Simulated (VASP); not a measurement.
# H22CO11 in VASP: a series of runs

Runs on H22CO11. Level: PBE+D3(BJ). Tasks: single point.

All numbers are computed with VASP 6.6.1; they aren't measurements. Logs are shortened: lines on timing, memory, paths and dates and some standing lists are left out, and cuts for length are marked.

## Step 1: The cell of the first run

The cell holds an amorphous packing of atoms, 34 atoms: a = 7.120 Å, b = 7.120 Å, c = 7.120 Å, α = 90.00°, β = 90.00°, γ = 90.00°.

## Step 2: Single point, PBE+D3(BJ)

INCAR

```
PREC = Accurate
ENCUT = 520
EDIFF = 1E-7
ISMEAR = -1
SIGMA = 0.02
LREAL = Auto
LASPH = True
NELM = 60
ALGO = Normal
ISIF = 2
LWAVE = False
LCHARG = False
GGA = PE
IVDW = 12
NBANDS = 69
```

KPOINTS

```
regular mesh
0
Gamma
  1 1 1
```

POSCAR

```
H22CO11
1.0
    7.1203670000      0.0000000000      0.0000000000
    0.0000000000      7.1203670000      0.0000000000
    0.0000000000      0.0000000000      7.1203670000
O H C
11 22 1
Direct
    0.3531502056      0.7790235490      0.3308100272
    0.7386836256      0.1837899351      0.9451862614
    0.5732700298      0.2606251724      0.3060324154
    0.4197038943      0.2636479296      0.7017596854
    0.7137834460      0.9055012020      0.2723256219
    0.8216859495      0.6821913023      0.7371456817
    1.0253098023     -0.0399516174      0.5100508343
    0.0362944130      0.4989538874      1.0043450429
   -0.1070336261      0.4143311060      0.4600876218
    0.2353938500      0.1913152976      0.1316031220
    0.3381889258      0.7444755424      0.9343249089
    0.3261252259      0.7707468808      0.1953732809
    0.2528652054      0.8595742596      0.3823861714
    0.7004832027      0.2443108593      1.0638196838
    0.8568407476      0.2462649999      0.9129202784
    0.4474715368      0.2529102047      0.2457030562
    0.6176682402      0.1284649668      0.3103895664
    0.4677080964      0.2738308450      0.5731750472
    0.5340169945      0.2523507681      0.7782067936
    0.5912413445      0.8429679853      0.2965854893
    0.7298132529      0.9133316403      0.1361621878
    0.8923151184      0.7917194199      0.6910206358
    0.8393478464      0.5884831802      0.6352578962
    1.0329300389      0.0968205028      0.5188915017
    0.9229906818     -0.0605750772      0.4184625823
    0.1518130642      0.5631125836      0.9635517927
   -0.0583530096      0.5600253287      0.9214067945
   -0.0268339735      0.4669228748      0.3625195325
   -0.2252252336      0.3824463611      0.3950463620
    0.1578233465      0.2927777347      0.0771765339
    0.2558916006      0.1054622833      0.0270073068
    0.5333600756      0.9086929448      0.8070357231
    0.3948200314      0.7394877319      0.6542301658
    0.4251359503      0.7978847152      0.7957375948
```

Potentials or basis: VASP PAW PBE potentials, release 64 (O, H, C).

Run with:

```
$ cat potpaw_PBE.64/O/POTCAR potpaw_PBE.64/H/POTCAR potpaw_PBE.64/C/POTCAR > POTCAR
$ mpirun -np 1 vasp_gam > vasp.out
```

OUTCAR:

```text
PREC = Accurate
   ENCUT = 520
   EDIFF = 1E-7
   ISMEAR = -1
   LREAL = Auto
   LASPH = True
   NELM = 60
   ISIF = 2
   GGA = PE
   IVDW = 12
 IVDW          = 12

 ion  position               nearest neighbor table
   1  0.353  0.779  0.331-  12 0.99  13 0.99
   2  0.739  0.184  0.945-  15 0.98  14 0.99
   3  0.573  0.261  0.306-  17 0.99  16 0.99
   4  0.420  0.264  0.702-  18 0.98  19 0.98
   5  0.714  0.906  0.272-  21 0.98  20 0.99
   6  0.822  0.682  0.737-  22 0.98  23 0.99
   7  0.025  0.960  0.510-  24 0.98  25 0.99
   8  0.036  0.499  0.004-  26 0.98  27 1.00
   9  0.893  0.414  0.460-  28 0.97  29 0.99
  10  0.235  0.191  0.132-  31 0.97  30 0.99
  11  0.338  0.744  0.934-  34 1.23
  12  0.326  0.771  0.195-   1 0.99
  13  0.253  0.860  0.382-   1 0.99
  14  0.700  0.244  0.064-   2 0.99
  15  0.857  0.246  0.913-   2 0.98
  16  0.447  0.253  0.246-   3 0.99
[... 15 lines left out ...]
  32  0.533  0.909  0.807-  34 1.11
  33  0.395  0.739  0.654-  34 1.11
  34  0.425  0.798  0.796-  32 1.11  33 1.11  11 1.23

  LATTYP: Found a simple cubic cell.
 ALAT       =     7.1203670000

  Lattice vectors:

 A1 = (   7.1203670000,   0.0000000000,   0.0000000000)
 A2 = (   0.0000000000,   7.1203670000,   0.0000000000)
 A3 = (   0.0000000000,   0.0000000000,   7.1203670000)

Analysis of symmetry for initial positions (statically):
=====================================================================
 Subroutine PRICEL returns:
 Original cell was already a primitive cell.

 Routine SETGRP: Setting up the symmetry group for a
 simple cubic supercell.

 Subroutine GETGRP returns: Found  1 space group operations
 (whereof  1 operations were pure point group operations)
 out of a pool of 48 trial point group operations.

The static configuration has the point symmetry C_1 .

Analysis of symmetry for dynamics (positions and initial velocities):
=====================================================================
 Subroutine PRICEL returns:
 Original cell was already a primitive cell.

 Routine SETGRP: Setting up the symmetry group for a
 simple cubic supercell.
[... 142 lines left out ...]
   LASPH  =      T    aspherical Exc in radial PAW
   ENCUT  =  520.0 eV  38.22 Ry    6.18 a.u.  13.24 13.24 13.24*2*pi/ulx,y,z
   NELM   =     60;   NELMIN=  2; NELMDL= -5     # of ELM steps
   EDIFF  = 0.1E-06   stopping-criterion for ELM
   LREAL  =      T    real-space projection
   EDIFFG = 0.1E-05   stopping-criterion for IOM
   NSW    =      0    number of steps for IOM
   IBRION =     -1    ionic relax: 0-MD 1-quasi-New 2-CG
   NFREE  =      0    steps in history (QN), initial steepest desc. (CG)
   ISIF   =      2    stress and relaxation
   ISYM   =      2    0-nonsym 1-usesym 2-fastsym
   POTIM  = 0.5000    time-step for ionic-motion
   TEBEG  =    0.0;   TEEND  =   0.0 temperature during run
   PSTRESS=    0.0 pullay stress
   NELECT =      92.0000    total number of electrons
   NUPDOWN=      -1.0000    fix difference up-down
   EMIN   =  10.00;   EMAX   =-10.00  energy-range for DOS
   EFERMI =   0.00;   METHOD = LEGACY
   ISMEAR =    -1;   SIGMA  =   0.02  broadening in eV -4-tet -1-fermi 0-gaus
   EFERMI_NEDOS =   21; number of points for ismear=-14 and -15
   IALGO  =     38    algorithm
   IMIX   =      4    mixing-type and parameters
     AMIX     =   0.40;   BMIX     =  1.00
     AMIX_MAG =   1.60;   BMIX_MAG =  1.00
  volume/ion in A,a.u.               =      10.62        71.65
  Fermi-wavevector in a.u.,A,eV,Ry     =   1.037931  1.961405 14.657561  1.077300
  Thomas-Fermi vector in A             =   2.172391
   LORBIT       =      0    0 simple, 1 ext, 2 COOP (PROOUT), +10 PAW based schemes
   GGA     = PE    functional components
   LHFCALC =     F    Hartree Fock is set to
   AEXX    =    0.0000 exact exchange contribution
   IVDW    =    12    specifies the selected vdW correction
   LEPSILON=     F    determine dielectric tensor
   LRPA    =     F    only Hartree local field effects (RPA)
 non-spin polarized calculation
  energy-cutoff  :      520.00
  volume of cell :      361.00
 maximum number of plane-waves:      4886
 NGX is ok and might be reduce to    54
   NGX = 27   NGY = 27   NGZ = 27

 number of electron      92.0000004 magnetization

 Free energy of the ion-electron system (eV)
  ---------------------------------------------------
  ext. energy  EPLUGINS =         0.00000000
  ---------------------------------------------------
  free energy    TOTEN  =      -169.04484036 eV

  energy without entropy =     -169.04484036  energy(sigma->0) =     -169.04484036

 E-fermi :  -2.8783     XC(G=0):  -6.7005

 val. band max:       -3.4117816462   @ k =   0.0000   0.0000   0.0000
 cond. band min:       0.3182982699   @ k =   0.0000   0.0000   0.0000
 fundamental gap:      3.7300799161
 Fermi energy:        -2.8783278188

 k-point     1 :       0.0000    0.0000    0.0000
  band No.  band energies     occupation
      1     -23.9787      2.00000
      2     -22.8027      2.00000
      3     -22.4480      2.00000
      4     -22.3054      2.00000
      5     -22.2405      2.00000
      6     -22.1936      2.00000
[... 50 lines left out ...]
     57       5.8656      0.00000
     58       6.1853      0.00000
 [bands above 58 left out]

------------------------ aborting loop because EDIFF is reached ----------------------------------------

 Edisp (eV)   -1.13870

 E8    (eV) :    -0.2348

  FORCE on cell =-STRESS in cart. coord.  units (eV):
  Direction    XX          YY          ZZ          XY          YZ          ZX
  --------------------------------------------------------------------------------------
  -------------------------------------------------------------------------------------
  Total      -2.14133    -1.52914    -1.97787     0.16782     0.10140     0.53567
  in kB      -9.50359    -6.78659    -8.77812     0.74483     0.45002     2.37738
  external pressure =       -8.36 kB  Pullay stress =        0.00 kB

 VOLUME and BASIS-vectors are now :
 -----------------------------------------------------------------------------
  energy-cutoff  :      520.00
  volume of cell :      361.00
      direct lattice vectors                 reciprocal lattice vectors
     7.120367000  0.000000000  0.000000000     0.140442199  0.000000000  0.000000000
     0.000000000  7.120367000  0.000000000     0.000000000  0.140442199  0.000000000
     0.000000000  0.000000000  7.120367000     0.000000000  0.000000000  0.140442199

 POSITION                                       TOTAL-FORCE (eV/Angst)
 -----------------------------------------------------------------------------------
      2.51456      5.54693      2.35549         0.058043      0.008189     -0.002721
      5.25970      1.30865      6.73007         0.110403      0.090879     -0.033032
      4.08189      1.85575      2.17906         0.032670      0.031020      0.010428
      2.98845      1.87727      4.99679         0.036347     -0.044865     -0.015145
      5.08240      6.44750      1.93906         0.128392      0.079900     -0.090131
      5.85071      4.85745      5.24875         0.033274     -0.018363      0.053775
[... 26 lines left out ...]
      2.81126      5.26542      4.65836         0.029028     -0.025728     -0.009564
      3.02712      5.68123      5.66594         0.219586      0.196645     -0.326423
 -----------------------------------------------------------------------------------
    total drift:                               -0.003893     -0.013733     -0.003979

  FREE ENERGIE OF THE ION-ELECTRON SYSTEM (eV)
  ---------------------------------------------------
  free  energy   TOTEN  =      -170.1835355003 eV

  energy  without entropy=     -170.1835355003  energy(sigma->0) =     -170.18353550
```

stdout:

```text
POSCAR found type information on POSCAR O H C
 POSCAR found :  3 types and      34 ions
 scaLAPACK will be used
 LDA part: xc-table for (Slater+PW92), standard interpolation
 POSCAR, INCAR and KPOINTS ok, starting setup
 FFT: planning ... GRIDC
 FFT: planning ... GRID_SOFT
 FFT: planning ... GRID
 WAVECAR not read
 entering main loop
```

Wall time 49 s (1 thread of Intel Xeon Platinum 8375C at 2.90GHz (Ice Lake), shared host); peak memory 0.39 GiB.

What came out:

```
Free energy                : -170.1835 eV
Pressure                   : -0.8 GPa
Largest force              : 0.474 eV/Å
Band gap on the k mesh     : 3.73 eV
Dispersion energy per atom : -0.033 eV
```

Forces on the atoms (eV/Å):
```
O    0.058  0.008 -0.003
O    0.110  0.091 -0.033
O    0.033  0.031  0.010
O    0.036 -0.045 -0.015
O    0.128  0.080 -0.090
O    0.033 -0.018  0.054
O    0.010  0.023 -0.033
O   -0.011 -0.030  0.054
O    0.000  0.008  0.055
O    0.033 -0.104 -0.052
O   -0.223 -0.173  0.381
H    0.042 -0.037 -0.089
H   -0.032  0.024  0.075
H   -0.079 -0.018  0.019
H   -0.080 -0.033  0.017
H   -0.163  0.044 -0.072
H    0.051 -0.078  0.039
H   -0.064  0.004 -0.059
H    0.037 -0.024  0.076
H   -0.187 -0.075  0.103
H    0.035  0.011  0.076
H    0.023  0.041  0.024
H   -0.016 -0.100 -0.068
H    0.053  0.023  0.032
H   -0.050 -0.062 -0.025
H    0.090  0.045  0.020
H   -0.072  0.046 -0.090
H    0.044  0.033 -0.080
H   -0.092 -0.022  0.002
H   -0.065  0.104  0.003
H    0.067  0.074  0.035
H    0.001 -0.042 -0.028
H    0.029 -0.026 -0.010
C    0.220  0.197 -0.326
```

Levels at points of the mesh, in eV from the valence-band top:
| k point | band 42 | band 43 | band 44 | band 45 | band 46 | band 47 | band 48 | band 49 | band 50 | band 51 |
| --- | --- | --- | --- | --- | --- | --- | --- | --- | --- | --- |
| (0.00, 0.00, 0.00) | -0.82 | -0.68 | -0.62 | -0.37 | 0.00 | 3.73 | 4.57 | 7.36 | 7.45 | 7.65 |

Caveat: the k points lie up to 0.88 Å⁻¹ apart.

## Step 3: Single point, PBE+D3(BJ)

INCAR

```
SYSTEM = H22CO11
PREC     = Accurate       ! precision mode
ENCUT    = 520            ! plane-wave cutoff, eV
EDIFF    = 1E-6           ! SCF threshold, eV
ISMEAR   = -1             ! smearing method
SIGMA    = 0.02           ! smearing width, eV
LREAL    = Auto         
LASPH    = .True.         ! aspherical terms in the spheres
NELM     = 60             ! most SCF steps
ALGO     = Normal         ! electronic algorithm
ISIF     = 2              ! what is computed and relaxed
LWAVE    = .False.        ! write WAVECAR
LCHARG   = .False.        ! write CHGCAR
GGA      = PE             ! functional
IVDW     = 12             ! dispersion correction
NBANDS   = 69             ! bands
```

KPOINTS

```
regular mesh
0
Gamma
  1 1 1
  0 0 0
```

POSCAR

```
H22CO11
1.0
    7.1203670000      0.0000000000      0.0000000000
    0.0000000000      7.1203670000      0.0000000000
    0.0000000000      0.0000000000      7.1203670000
O H C
11 22 1
Direct
    0.3439850783      0.7927400371      0.3134108115
    0.7493574418      0.1886419619      0.9293481642
    0.5501963593      0.2333447138      0.2522061012
    0.4076334829      0.3115429303      0.6532668892
    0.7269428668      0.8769351355      0.2608994733
    0.8675395524      0.6520590863      0.7586687596
    1.0596363923     -0.0743781887      0.4884860570
    0.0684515278      0.5281750224      1.0395531579
   -0.0588452814      0.4455107440      0.4544007352
    0.1624494917      0.1677160742      0.0908661028
    0.3186633498      0.7817855456      0.9317637700
    0.3240563302      0.8028378313      0.1782492391
    0.2242581035      0.8423301776      0.3633661018
    0.7073371359      0.2277410701      1.0553529053
    0.8740982031      0.1814794097      0.9665091701
    0.4141921336      0.1960011331      0.2263787808
    0.6116117329      0.1235610468      0.2961925979
    0.4831352092      0.3282555520      0.5336803566
    0.4944267620      0.2336536867      0.7170838245
    0.5879050897      0.8534251114      0.2832016945
    0.7165501441      0.9391931624      0.1391922635
    0.9686719800      0.7229683526      0.7166063210
    0.8690844166      0.5434832221      0.6558650699
    1.1022886882      0.0510647836      0.5049037500
    0.9516784739     -0.0726507496      0.4092204798
    0.1940911192      0.6095331884      1.0256072475
   -0.0106174303      0.5361521393      0.9235479014
    0.0239313507      0.5421911539      0.4008501247
   -0.1415376483      0.4283908400      0.3503471099
    0.1227324378      0.3072173106      0.0400962478
    0.1912963194      0.0836473738     -0.0034970108
    0.5155071361      0.9275224156      0.8046354914
    0.4296407755      0.7256367544      0.6695160516
    0.4236860263      0.8101267814      0.7991020688
```

Potentials or basis: VASP PAW PBE potentials, release 64 (O, H, C).

Run with:

```
$ cat potpaw_PBE.64/O/POTCAR potpaw_PBE.64/H/POTCAR potpaw_PBE.64/C/POTCAR > POTCAR
$ mpirun -np 1 vasp_gam > vasp.out
```

Wall time 52 s (1 thread of Intel Xeon Platinum 8375C at 2.90GHz (Ice Lake), shared host); peak memory 0.35 GiB.

Results (log left out):

- Free energy: -167.9068 eV
- Pressure: 1.0 GPa
- Largest force: 4.069 eV/Å
- Band gap on the k mesh: 3.17 eV
- Dispersion energy per atom: -0.034 eV

Forces in eV/Å, atoms in the order of the input:
```
O    0.668 -0.314 -0.331
O   -2.041  0.041  0.056
O   -1.896  1.283 -0.289
O    0.154  0.726 -2.129
O   -1.290  0.261 -0.002
O   -2.044 -3.334 -0.646
O    0.641 -1.117  0.968
O    2.206 -0.052  0.598
O    0.813  0.374  0.324
O   -1.167  3.425  1.861
O   -0.101 -0.193  0.149
H    0.203  0.016 -0.244
H   -0.087  0.254  0.618
H   -1.439  0.360 -0.225
H    3.296 -0.523 -0.149
H    1.113  0.434 -0.043
H    0.556 -1.418  0.738
H   -1.136  0.048  0.740
H    0.978 -0.747  1.346
H    0.775 -0.404  0.518
H    0.668 -0.102 -0.448
H    1.873  1.890 -0.886
H   -0.186  1.647  1.166
H    0.206  1.296  0.065
H   -1.427  0.131 -0.821
H   -2.863 -1.713 -0.521
H    0.220  0.947  0.115
H    0.117 -0.322  0.202
H   -0.951 -0.312 -0.737
H    0.890 -1.442  0.780
H    0.604 -1.516 -2.291
H    1.131  1.178  0.048
H   -0.328 -0.401 -0.044
C   -0.156 -0.402 -0.483
```

Stress tensor (GPa, compression positive):
```
 0.83 -0.37 -0.38
-0.37  0.80 -0.03
-0.38 -0.03  1.51
```

Levels at points of the mesh, in eV from the valence-band top:
```csv
k point,band 43,band 44,band 45,band 46,band 47,band 48,band 49,band 50
"(0.00, 0.00, 0.00)",-0.43,-0.27,-0.14,0.00,3.17,4.67,7.39,7.55
```

Caveat: the k points lie up to 0.88 Å⁻¹ apart.

## Step 4: Single point, PBE+D3(BJ)

INCAR

```
PREC     = Accurate       # precision mode
ENCUT    = 520            # plane-wave cutoff, eV
EDIFF    = 1E-7           # SCF threshold, eV
ISMEAR   = -1             # smearing method
SIGMA    = 0.02           # smearing width, eV
LREAL    = Auto         
LASPH    = T              # aspherical terms in the spheres
NELM     = 60             # most SCF steps
ALGO     = Normal         # electronic algorithm
ISIF     = 2              # what is computed and relaxed
LWAVE    = F              # write WAVECAR
LCHARG   = T              # write CHGCAR
GGA      = PE             # functional
IVDW     = 12             # dispersion correction
LELF     = T              # ELF
LVHAR    = T            
NBANDS   = 69             # bands
```

KPOINTS

```
Automatic mesh
0
Gamma
  1 1 1
```

POSCAR

```
H22CO11
1.0
    7.1203670000      0.0000000000      0.0000000000
    0.0000000000      7.1203670000      0.0000000000
    0.0000000000      0.0000000000      7.1203670000
O H C
11 22 1
Direct
    0.3760339881      0.7901699449      0.3233822077
    0.7800721508      0.1499080033      0.9047286467
    0.5491570870      0.1907626391      0.2371928301
    0.4164111204      0.3069785588      0.6222993843
    0.7642864476      0.8639020994      0.2736937576
    0.9193346354      0.6685329562      0.7618006207
    1.0645940020     -0.1077893878      0.5255908860
    0.0742939233      0.4922077752      1.0640322332
    0.0024577385      0.4301323232      0.4465781048
    0.1265524656      0.1204572742      0.1066798944
    0.3191829859      0.8199717795      0.8743229106
    0.2981447445      0.8334823191      0.2196094668
    0.2682165119      0.7904648735      0.4188829031
    0.7215639306      0.2089920365      1.0205232399
    0.9175369753      0.1366081271      0.9275083714
    0.4084620919      0.1799345455      0.2118851458
    0.5929329205      0.0751225323      0.2799715239
    0.5176137691      0.3281010656      0.5276694305
    0.4206103421      0.4017489548      0.7116065787
    0.6403040742      0.8152388774      0.3017541090
    0.7465205094      0.9181268325      0.1448099515
    0.9369601314      0.7862656518      0.7038260809
    0.9730397324      0.5962333121      0.6520029094
    1.0348202558      0.0311219913      0.5341016832
    0.9433362072     -0.1561155485      0.4456933189
    0.1899059416      0.5867815521      1.0267026966
   -0.0051120960      0.5200574633      0.9567765257
    0.0725664843      0.4561281743      0.3283257731
   -0.1177467397      0.4308345342      0.3961172226
    0.1211313967      0.2551975200      0.0556010666
    0.2057759101      0.0734793586      0.0194372004
    0.4975305346      0.9026781906      0.6697126707
    0.4909157070      0.6461324255      0.7116487114
    0.4343596334      0.7832601887      0.7434307810
```

Run with:

```
$ cat potpaw_PBE.64/O/POTCAR potpaw_PBE.64/H/POTCAR potpaw_PBE.64/C/POTCAR > POTCAR
$ mpirun -np 1 vasp_gam > vasp.out
```

It took 63 s on 1 thread of Intel Xeon Platinum 8375C at 2.90GHz (Ice Lake), shared host; peak memory 0.39 GiB.

It converged, with:

```yaml
Free_energy: -166.9887 eV
Pressure: -0.6 GPa
Largest_force: 5.042 eV/Å
Band_gap_on_the_k_mesh: 3.21 eV
Dispersion_energy_per_atom: -0.034 eV
```

Forces in eV/Å, atoms in the order of the input:
```
O   -1.476 -0.284  0.777
O   -0.013  0.231  0.767
O   -2.307  2.792 -1.208
O    0.346 -1.822 -2.367
O    0.037  0.521 -0.965
O   -0.310 -2.837 -0.277
O   -2.944  0.847 -1.472
O    3.592  1.861 -0.552
O    2.474  0.233  0.237
O   -2.069  3.001  1.918
O    1.830 -1.243 -1.840
H    0.390  0.113 -0.451
H    1.144  0.301 -0.532
H    0.641 -0.646 -1.036
H   -1.033  0.084  0.377
H    1.624 -0.080  0.503
H    0.563 -2.133  0.998
H   -0.838 -0.151  0.763
H    0.311  1.643  1.540
H   -0.755 -0.547  0.262
H    0.787 -0.443  0.671
H    0.450  2.234 -0.076
H   -0.507 -0.366  0.871
H    0.686 -1.350 -0.302
H    2.368  1.258  0.837
H   -2.516 -2.017  0.872
H   -0.816  0.541 -0.603
H   -0.062 -0.113  0.621
H   -2.681 -0.117 -0.714
H   -0.263 -0.408  1.195
H    2.907 -2.570 -3.220
H   -0.041  0.142 -0.370
H   -0.050 -0.805 -0.016
C   -1.469  2.131  2.792
```

Stress tensor (GPa, compression positive):
```
-2.59 -0.96  0.98
-0.96  1.58 -0.18
 0.98 -0.18 -0.89
```

Levels at points of the mesh, in eV from the valence-band top:
| k point | band 42 | band 43 | band 44 | band 45 | band 46 | band 47 | band 48 | band 49 | band 50 | band 51 |
| --- | --- | --- | --- | --- | --- | --- | --- | --- | --- | --- |
| (0.00, 0.00, 0.00) | -0.54 | -0.35 | -0.26 | -0.04 | 0.00 | 3.21 | 4.47 | 6.77 | 7.01 | 7.41 |

Caveat: the k points lie up to 0.88 Å⁻¹ apart.

(Part 1 of 2 ends here.)
